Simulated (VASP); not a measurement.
# Zr3O (P6_322) in VASP: a series of runs, part 2 of 2

VASP 6.6.1.

**3. Single point, PBEsol**

INCAR reads:

```
PREC = Accurate ; ENCUT = 520
EDIFF = 1E-6 ; ISMEAR = 0
SIGMA = 0.15 ; LREAL = False
LASPH = True ; NELM = 100
ALGO = Normal ; ISIF = 2
LWAVE = False ; LCHARG = False
GGA = PS ; NBANDS = 52
```

KPOINTS reads:

```
regular mesh
0
Gamma
  9 9 8
```

POSCAR reads:

```
Zr3O
1.0
    5.8497104291      0.0000000000      0.0000000000
   -2.9248552145      5.0659978364      0.0000000000
    0.0000000000      0.0000000000      4.6984874166
Zr O
6 2
Direct
    0.3126109405      0.0000000000      0.0000000000
    0.3126109405      0.3126109405      0.5000000000
    0.0000000000      0.3126109405      0.0000000000
    0.6873890595      0.0000000000      0.5000000000
    0.6873890595      0.6873890595      0.0000000000
    0.0000000000      0.6873890595      0.5000000000
    0.3333333333      0.6666666667      0.2500000000
    0.6666666667      0.3333333333      0.7500000000
```

Potentials or basis: VASP PAW PBE potentials, release 64 (Zr_sv, O).

Command:

```console
$ cat potpaw_PBE.64/Zr_sv/POTCAR potpaw_PBE.64/O/POTCAR > POTCAR
$ mpirun -np 1 vasp_std > vasp.out
```

OUTCAR:

```text
PREC = Accurate
   ENCUT = 520
   EDIFF = 1E-6
   ISMEAR = 0
   LREAL = False
   LASPH = True
   NELM = 100
   ISIF = 2
   GGA = PS

 ion  position               nearest neighbor table
   1  0.313  0.000  0.000-   7 2.33   8 2.33   2 2.98   2 2.98   6 2.98   6 2.98   3 3.17   5 3.17
                             4 3.21   4 3.21   5 3.49   3 3.49   5 3.49   3 3.49
   2  0.313  0.313  0.500-   7 2.33   8 2.33   1 2.98   1 2.98   3 2.98   3 2.98   6 3.17   4 3.17
                             5 3.21   5 3.21   6 3.49   4 3.49   4 3.49   6 3.49
   3  0.000  0.313  0.000-   8 2.33   7 2.33   2 2.98   2 2.98   4 2.98   4 2.98   1 3.17   5 3.17
                             6 3.21   6 3.21   5 3.49   1 3.49   1 3.49   5 3.49
   4  0.687  0.000  0.500-   8 2.33   7 2.33   5 2.98   5 2.98   3 2.98   3 2.98   6 3.17   2 3.17
                             1 3.21   1 3.21   2 3.49   6 3.49   2 3.49   6 3.49
   5  0.687  0.687  0.000-   8 2.33   7 2.33   4 2.98   4 2.98   6 2.98   6 2.98   3 3.17   1 3.17
                             2 3.21   2 3.21   3 3.49   1 3.49   1 3.49   3 3.49
   6  0.000  0.687  0.500-   7 2.33   8 2.33   5 2.98   5 2.98   1 2.98   1 2.98   4 3.17   2 3.17
                             3 3.21   3 3.21   2 3.49   4 3.49   4 3.49   2 3.49
   7  0.333  0.667  0.250-   1 2.33   6 2.33   3 2.33   4 2.33   2 2.33   5 2.33
   8  0.667  0.333  0.750-   4 2.33   3 2.33   6 2.33   1 2.33   5 2.33   2 2.33

  LATTYP: Found a hexagonal cell.
 ALAT       =     5.8497104291
 C/A-ratio  =     0.8032000000

  Lattice vectors:

 A1 = (   5.8497104291,   0.0000000000,   0.0000000000)
 A2 = (  -2.9248552145,   5.0659978364,   0.0000000000)
 A3 = (   0.0000000000,   0.0000000000,   4.6984874166)

Analysis of symmetry for initial positions (statically):
=====================================================================
 Subroutine PRICEL returns:
 Original cell was already a primitive cell.

 Routine SETGRP: Setting up the symmetry group for a
 hexagonal supercell.

 Subroutine GETGRP returns: Found 12 space group operations
 (whereof  6 operations were pure point group operations)
 out of a pool of 24 trial point group operations.

The static configuration has the point symmetry D_3 .
 The point group associated with its full space group is D_6 .

Analysis of symmetry for dynamics (positions and initial velocities):
=====================================================================
 Subroutine PRICEL returns:
 Original cell was already a primitive cell.

 Routine SETGRP: Setting up the symmetry group for a
 hexagonal supercell.

 Subroutine GETGRP returns: Found 12 space group operations
 (whereof  6 operations were pure point group operations)
 out of a pool of 24 trial point group operations.

The dynamic configuration has the point symmetry D_3 .
 The point group associated with its full space group is D_6 .

 Subroutine INISYM returns: Found 12 space group operations
 (whereof  6 operations are pure point group operations),
 and found     1 'primitive' translations

----------------------------------------------------------------------------------------

                                     Primitive cell

  volume of cell :     139.2379

  direct lattice vectors                    reciprocal lattice vectors
     5.849710429  0.000000000  0.000000000     0.170948633  0.098697239  0.000000000
[... 79 lines left out ...]
 [... further k-points ...]
   k-points           NKPTS =     60   k-points in BZ     NKDIM =     60   number of bands    NBANDS=     52
   number of dos      NEDOS =    301   number of ions     NIONS =      8
   total plane-waves  NPLWV =  82944
   dimension x,y,z NGX =    48 NGY =   48 NGZ =   36
   dimension x,y,z NGXF=    96 NGYF=   96 NGZF=   72
   ions per type =               6   2
   NGX,Y,Z   is equivalent  to a cutoff of  13.64, 13.64, 12.74 a.u.
   NGXF,Y,Z  is equivalent  to a cutoff of  27.28, 27.28, 25.48 a.u.
 SYSTEM =  unknown system
   PREC   = accura    normal or accurate (medium, high low for compatibility)
   ISTART =      0    job   : 0-new  1-cont  2-samecut
   ICHARG =      2    charge: 1-file 2-atom 10-const
   ISPIN  =      1    spin polarized calculation?
   LNONCOLLINEAR =      F non collinear calculations
   LSORBIT =      F    spin-orbit coupling
   LASPH  =      T    aspherical Exc in radial PAW
   ENCUT  =  520.0 eV  38.22 Ry    6.18 a.u.  10.88 10.88  8.74*2*pi/ulx,y,z
   NELM   =    100;   NELMIN=  2; NELMDL= -5     # of ELM steps
   EDIFF  = 0.1E-05   stopping-criterion for ELM
   LREAL  =      F    real-space projection
   EDIFFG = 0.1E-04   stopping-criterion for IOM
   NSW    =      0    number of steps for IOM
   IBRION =     -1    ionic relax: 0-MD 1-quasi-New 2-CG
   NFREE  =      0    steps in history (QN), initial steepest desc. (CG)
   ISIF   =      2    stress and relaxation
   ISYM   =      2    0-nonsym 1-usesym 2-fastsym
   POTIM  = 0.5000    time-step for ionic-motion
   TEBEG  =    0.0;   TEEND  =   0.0 temperature during run
   PSTRESS=    0.0 pullay stress
   NELECT =      84.0000    total number of electrons
   NUPDOWN=      -1.0000    fix difference up-down
   EMIN   =  10.00;   EMAX   =-10.00  energy-range for DOS
   EFERMI =   0.00;   METHOD = LEGACY
   ISMEAR =     0;   SIGMA  =   0.15  broadening in eV -4-tet -1-fermi 0-gaus
   EFERMI_NEDOS =   21; number of points for ismear=-14 and -15
   IALGO  =     38    algorithm
   IMIX   =      4    mixing-type and parameters
     AMIX     =   0.40;   BMIX     =  1.00
     AMIX_MAG =   1.60;   BMIX_MAG =  1.00
  volume/ion in A,a.u.               =      17.40       117.45
  Fermi-wavevector in a.u.,A,eV,Ry     =   1.383297  2.614052 26.034894  1.913511
  Thomas-Fermi vector in A             =   2.507908
   LORBIT       =      0    0 simple, 1 ext, 2 COOP (PROOUT), +10 PAW based schemes
   GGA     = PS    functional components
   LHFCALC =     F    Hartree Fock is set to
   AEXX    =    0.0000 exact exchange contribution
   IVDW    =     0    specifies the selected vdW correction
   LEPSILON=     F    determine dielectric tensor
   LRPA    =     F    only Hartree local field effects (RPA)
 non-spin polarized calculation
 Gauss-broadening in eV      SIGMA  =   0.15
  energy-cutoff  :      520.00
  volume of cell :      139.24
 maximum number of plane-waves:      3774
 NGX is ok and might be reduce to    48

 number of electron      83.9999998 magnetization

 Free energy of the ion-electron system (eV)
  ---------------------------------------------------
  ext. energy  EPLUGINS =         0.00000000
  ---------------------------------------------------
  free energy    TOTEN  =       -74.62585367 eV

  energy without entropy =      -74.58370611  energy(sigma->0) =      -74.60477989

 E-fermi :   9.7468     XC(G=0): -11.7761

 val. band max:        9.7117073758   @ k =   0.1111   0.0000   0.5000
 cond. band min:       9.7556260858   @ k =   0.0000   0.0000   0.2500
 fundamental gap:      0.0439187100
 Fermi energy:         9.7467532015

 k-point     1 :       0.0000    0.0000    0.0000
  band No.  band energies     occupation
      1     -39.0309      2.00000
      2     -38.8575      2.00000
      3     -38.8575      2.00000
      4     -38.7939      2.00000
      5     -38.7939      2.00000
      6     -38.7572      2.00000
[... 1309 lines left out ...]
     51      12.6237      0.00000
     52      12.8284      0.00000

 [... further k-points ...]

------------------------ aborting loop because EDIFF is reached ----------------------------------------

  FORCE on cell =-STRESS in cart. coord.  units (eV):
  Direction    XX          YY          ZZ          XY          YZ          ZX
  --------------------------------------------------------------------------------------
  -------------------------------------------------------------------------------------
  Total       -7.0189085     -7.0189085     13.1830267     -0.0000000      0.0000000     -0.0000000
  in kB      -80.7649128    -80.7649128    151.6939558     -0.0000000      0.0000000     -0.0000000
  external PRESSURE =      -3.2786233 kB  Pullay stress =       0.0000000 kB

 VOLUME and BASIS-vectors are now :
 -----------------------------------------------------------------------------
  energy-cutoff  :      520.00
  volume of cell :      139.24
      direct lattice vectors                 reciprocal lattice vectors
     5.849710429  0.000000000  0.000000000     0.170948633  0.098697239  0.000000000
    -2.924855214  5.065997836  0.000000000     0.000000000  0.197394478  0.000000000
     0.000000000  0.000000000  4.698487417     0.000000000  0.000000000  0.212834453

 POSITION                                       TOTAL-FORCE (eV/Angst)
 -----------------------------------------------------------------------------------
      1.82868      0.00000      0.00000         2.318420     -0.000000      0.000000
      0.91434      1.58369      2.34924         1.159210      2.007810     -0.000000
     -0.91434      1.58369      0.00000        -1.159210      2.007810     -0.000000
      4.02103      0.00000      2.34924        -2.318420     -0.000000      0.000000
      2.01051      3.48231      0.00000        -1.159210     -2.007810     -0.000000
     -2.01051      3.48231      2.34924         1.159210     -2.007810     -0.000000
     -0.00000      3.37733      1.17462        -0.000000     -0.000000     -0.000000
      2.92486      1.68867      3.52387        -0.000000     -0.000000     -0.000000
 -----------------------------------------------------------------------------------
    total drift:                                0.000001     -0.000001      0.000000

  FREE ENERGIE OF THE ION-ELECTRON SYSTEM (eV)
  ---------------------------------------------------
  free  energy   TOTEN  =       -74.6258536694 eV

  energy  without entropy=      -74.5837061141  energy(sigma->0) =      -74.60477989
```

Wall time 14 min (1 thread of Intel Xeon 8259CL, shared host); peak memory 0.47 GiB.

What came out:

```
Free energy            : -74.6259 eV
Pressure               : -0.3 GPa
Largest force          : 2.318 eV/Å
Band gap on the k mesh : zero (bands 42 and 43 overlap by 0.72 eV)
```

Forces on the atoms (eV/Å):
```
Zr   2.318  0.000  0.000
Zr   1.159  2.008  0.000
Zr  -1.159  2.008  0.000
Zr  -2.318  0.000  0.000
Zr  -1.159 -2.008  0.000
Zr   1.159 -2.008  0.000
O    0.000  0.000  0.000
O    0.000  0.000  0.000
```

Caveat: the stress differs along the axes, from -8 to 15 GPa; the PAW data sets were made with another functional, which shifts forces and pressure a little.

**4. Single point, PBEsol**

This run uses another cell than the first one, of the same volume but with other edges.

INCAR reads:

```
SYSTEM = Zr3O
ALGO     = Normal         ! electronic algorithm
EDIFF    = 1E-6           ! SCF threshold, eV
ENCUT    = 520            ! plane-wave cutoff, eV
GGA      = PS             ! functional
ISIF     = 2              ! what is computed and relaxed
ISMEAR   = 0              ! smearing method
LASPH    = .True.         ! aspherical terms in the spheres
LCHARG   = .True.         ! write CHGCAR
LELF     = .True.         ! ELF
LREAL    = .False.        ! projectors in reciprocal space
LVHAR    = .True.       
LWAVE    = .False.        ! write WAVECAR
NBANDS   = 52             ! bands
NELM     = 60             ! most SCF steps
PREC     = Accurate       ! precision mode
SIGMA    = 0.15           ! smearing width, eV
```

KPOINTS reads:

```
k-points
0
Gamma
  9 9 8
  0 0 0
```

POSCAR, as its differences from that of step 3:

```diff
@@ -2,5 +2,5 @@
 1.0
-    5.8497104291      0.0000000000      0.0000000000
-   -2.9248552145      5.0659978364      0.0000000000
-    0.0000000000      0.0000000000      4.6984874166
+    5.5842861704      0.0000000000      0.0000000000
+   -2.7921430852      4.8361336855      0.0000000000
+    0.0000000000      0.0000000000      5.1557455174
 Zr O
```

Potentials or basis: VASP PAW PBE potentials, release 64 (Zr_sv, O).

Command:

```console
$ cat potpaw_PBE.64/Zr_sv/POTCAR potpaw_PBE.64/O/POTCAR > POTCAR
$ mpirun -np 1 vasp_std > vasp.out
```

OUTCAR:

```text
SYSTEM = Zr3O
   EDIFF = 1E-6
   ENCUT = 520
   GGA = PS
   ISIF = 2
   ISMEAR = 0
   LASPH = .True.
   LREAL = .False.
   NELM = 60
   PREC = Accurate

 ion  position               nearest neighbor table
   1  0.313  0.000  0.000-   7 2.31   8 2.31   3 3.02   5 3.02   6 3.11   2 3.11   6 3.11   2 3.11
                             4 3.32   4 3.32   3 3.33   5 3.33   5 3.33   3 3.33
   2  0.313  0.313  0.500-   7 2.31   8 2.31   6 3.02   4 3.02   1 3.11   1 3.11   3 3.11   3 3.11
                             5 3.32   5 3.32   4 3.33   6 3.33   6 3.33   4 3.33
   3  0.000  0.313  0.000-   8 2.31   7 2.31   5 3.02   1 3.02   4 3.11   4 3.11   2 3.11   2 3.11
[... 1544 lines left out ...]
  Total       -1.4867195     -1.4867195      0.1438327      0.0000000      0.0000000     -0.0000000
  in kB      -17.1073279    -17.1073279      1.6550490      0.0000000      0.0000000     -0.0000000
  external PRESSURE =     -10.8532023 kB  Pullay stress =       0.0000000 kB

 VOLUME and BASIS-vectors are now :
 -----------------------------------------------------------------------------
  energy-cutoff  :      520.00
  volume of cell :      139.24
      direct lattice vectors                 reciprocal lattice vectors
     5.584286170  0.000000000  0.000000000     0.179073917  0.103388374  0.000000000
    -2.792143085  4.836133686  0.000000000     0.000000000  0.206776749  0.000000000
     0.000000000  0.000000000  5.155745517     0.000000000  0.000000000  0.193958371

 POSITION                                       TOTAL-FORCE (eV/Angst)
 -----------------------------------------------------------------------------------
      1.74571      0.00000      0.00000         2.442384     -0.000000     -0.000000
      0.87285      1.51183      2.57787         1.221192      2.115166     -0.000000
     -0.87285      1.51183      0.00000        -1.221192      2.115166     -0.000000
      3.83858      0.00000      2.57787        -2.442384     -0.000000     -0.000000
      1.91929      3.32431      0.00000        -1.221192     -2.115166     -0.000000
     -1.91929      3.32431      2.57787         1.221192     -2.115166     -0.000000
     -0.00000      3.22409      1.28894        -0.000000     -0.000000      0.000000
      2.79214      1.61204      3.86681        -0.000000     -0.000000     -0.000000
 -----------------------------------------------------------------------------------
    total drift:                               -0.000001      0.000000     -0.000000

  FREE ENERGIE OF THE ION-ELECTRON SYSTEM (eV)
  ---------------------------------------------------
  free  energy   TOTEN  =       -75.6297525551 eV

  energy  without entropy=      -75.5807331314  energy(sigma->0) =      -75.60524284
```

OSZICAR:

```text
N       E                     dE             d eps       ncg     rms          rms(c)
DAV:   1     0.912524651147E+03    0.91252E+03   -0.45624E+04  6240   0.164E+03
DAV:   2     0.662720438535E+01   -0.90590E+03   -0.88422E+03  7064   0.492E+02
DAV:   3    -0.742151874365E+02   -0.80842E+02   -0.79119E+02  9576   0.116E+02
DAV:   4    -0.806961826214E+02   -0.64810E+01   -0.64411E+01  9472   0.284E+01
DAV:   5    -0.810520798628E+02   -0.35590E+00   -0.35572E+00  8524   0.526E+00    0.339E+01
DAV:   6    -0.761041423447E+02    0.49479E+01   -0.25367E+01  8376   0.208E+01    0.151E+01
DAV:   7    -0.756698721851E+02    0.43427E+00   -0.40405E+00  7472   0.768E+00    0.627E+00
DAV:   8    -0.756248064391E+02    0.45066E-01   -0.50335E-01  8268   0.313E+00    0.136E+00
DAV:   9    -0.756308318031E+02   -0.60254E-02   -0.75946E-02  8256   0.146E+00    0.424E-01
DAV:  10    -0.756298178865E+02    0.10139E-02   -0.11981E-02  8140   0.492E-01    0.838E-02
DAV:  11    -0.756297654287E+02    0.52458E-04   -0.49424E-04  7960   0.119E-01    0.378E-02
DAV:  12    -0.756297513214E+02    0.14107E-04   -0.87025E-05  8652   0.481E-02    0.670E-03
DAV:  13    -0.756297536685E+02   -0.23471E-05   -0.10928E-05  8304   0.162E-02    0.428E-03
DAV:  14    -0.756297525236E+02    0.11449E-05   -0.56154E-07  4116   0.466E-03    0.131E-03
DAV:  15    -0.756297525551E+02   -0.31552E-07   -0.12268E-07  3848   0.184E-03
   1 F= -.75629753E+02 E0= -.75605243E+02  d E =-.490194E-01
```

It took 15 min on 1 thread of Intel Xeon 8259CL, shared host; peak memory 0.46 GiB.

Results:

| Item | Value |
| --- | --- |
| Free energy | -75.6298 eV |
| Pressure | -1.1 GPa |
| Largest force | 2.442 eV/Å |
| Band gap on the k mesh | zero (bands 42 and 43 overlap by 0.66 eV) |

Forces on the atoms (eV/Å):
```
Zr   2.442  0.000  0.000
Zr   1.221  2.115  0.000
Zr  -1.221  2.115  0.000
Zr  -2.442  0.000  0.000
Zr  -1.221 -2.115  0.000
Zr   1.221 -2.115  0.000
O    0.000  0.000  0.000
O    0.000  0.000  0.000
```

Caveat: the PAW data sets were made with another functional, which shifts forces and pressure a little.

**5. Single point, PBEsol**

This run uses another cell than the first one, of the same volume but with other edges.

INCAR reads:

```
SYSTEM = Zr3O
PREC = Accurate ; ENCUT = 520
EDIFF = 1E-6 ; ISMEAR = 0
SIGMA = 0.15 ; LREAL = .FALSE.
LASPH = .TRUE. ; NELM = 60
ALGO = Normal ; ISIF = 2
LWAVE = .FALSE. ; LCHARG = .TRUE.
GGA = PS ; LELF = .TRUE.
LVHAR = .TRUE. ; NBANDS = 52
```

KPOINTS reads:

```
regular mesh
0
G
  9 9 8
  0 0 0
```

POSCAR reads:

```
Zr3O
1.0
    5.4682318713      0.0000000000      0.0000000000
   -2.7341159356      4.7356277143      0.0000000000
    0.0000000000      0.0000000000      5.3769123990
Zr O
6 2
Direct
    0.3260414843      0.0000000000      0.0000000000
    0.3260414843      0.3260414843      0.5000000000
    0.0000000000      0.3260414843      0.0000000000
    0.6739585157      0.0000000000      0.5000000000
    0.6739585157      0.6739585157      0.0000000000
    0.0000000000      0.6739585157      0.5000000000
    0.3333333333      0.6666666667      0.2500000000
    0.6666666667      0.3333333333      0.7500000000
```

Command:

```console
$ cat potpaw_PBE.64/Zr_sv/POTCAR potpaw_PBE.64/O/POTCAR > POTCAR
$ mpirun -np 1 vasp_std > vasp.out
```

Wall time 15 min (1 thread of Intel Xeon 8259CL, shared host); peak memory 0.47 GiB.

The run converged. Its results:

```
Free energy            : -76.3298 eV
Pressure               : -1.0 GPa
Largest force          : 1.141 eV/Å
Band gap on the k mesh : zero (bands 42 and 43 overlap by 0.39 eV)
```

Forces in eV/Å, atoms in the order of the input:
```
Zr   1.141  0.000  0.000
Zr   0.570  0.988  0.000
Zr  -0.570  0.988  0.000
Zr  -1.141  0.000  0.000
Zr  -0.570 -0.988  0.000
Zr   0.570 -0.988  0.000
O    0.000  0.000  0.000
O    0.000  0.000  0.000
```

Stress tensor (GPa, compression positive):
```
 1.40  0.00  0.00
 0.00  1.40  0.00
 0.00  0.00 -5.88
```

Levels at points of the mesh, in eV from the Fermi level:
| k point | band 40 | band 41 | band 42 | band 43 | band 44 | band 45 |
| --- | --- | --- | --- | --- | --- | --- |
| (0.00, 0.00, 0.00) | -0.71 | -0.03 | 0.29 | 0.70 | 0.70 | 0.83 |
| (0.00, 0.00, 0.50) | -0.33 | -0.12 | -0.12 | 0.24 | 0.24 | 0.31 |

Caveat: the stress differs along the axes, from -6 to 1 GPa; the PAW data sets were made with another functional, which shifts forces and pressure a little.

**6. Summary**

| cell | gap on the mesh (eV) | pressure (GPa) | largest force (eV/Å) |
| --- | --- | --- | --- |
| a = 5.850, b = 5.850, c = 4.698 Å, angles 90.0, 90.0, 120.0°, 8 atoms, atomic positions A | none | -0.5 | 1.26 |
| a = 5.850, b = 5.850, c = 4.698 Å, angles 90.0, 90.0, 120.0°, 8 atoms, atomic positions B | none | -0.3 | 2.32 |
| a = 5.584, b = 5.584, c = 5.156 Å, angles 90.0, 90.0, 120.0°, 8 atoms, atomic positions B | none | -1.1 | 2.44 |
| a = 5.468, b = 5.468, c = 5.377 Å, angles 90.0, 90.0, 120.0°, 8 atoms, atomic positions A | none | -1.0 | 1.14 |

Alike in all rows: task single point; level PBEsol; potentials or basis VASP PAW PBE potentials, release 64 (Zr_sv, O); no spin polarisation; k mesh 9 × 9 × 8; cutoff (eV) 520; smearing gaussian 0.15 eV.

Caveats: the PAW data sets were made with another functional, which shifts forces and pressure a little; the stress differs along the axes, from -8 to 15 GPa (at least some runs); the stress differs along the axes, from -6 to 1 GPa (at least some runs).

Total energies depend on the potentials used, so only differences within one code and one set of settings carry meaning.

The gap in the log of VASP goes by the Fermi energy; the results here count the filled bands.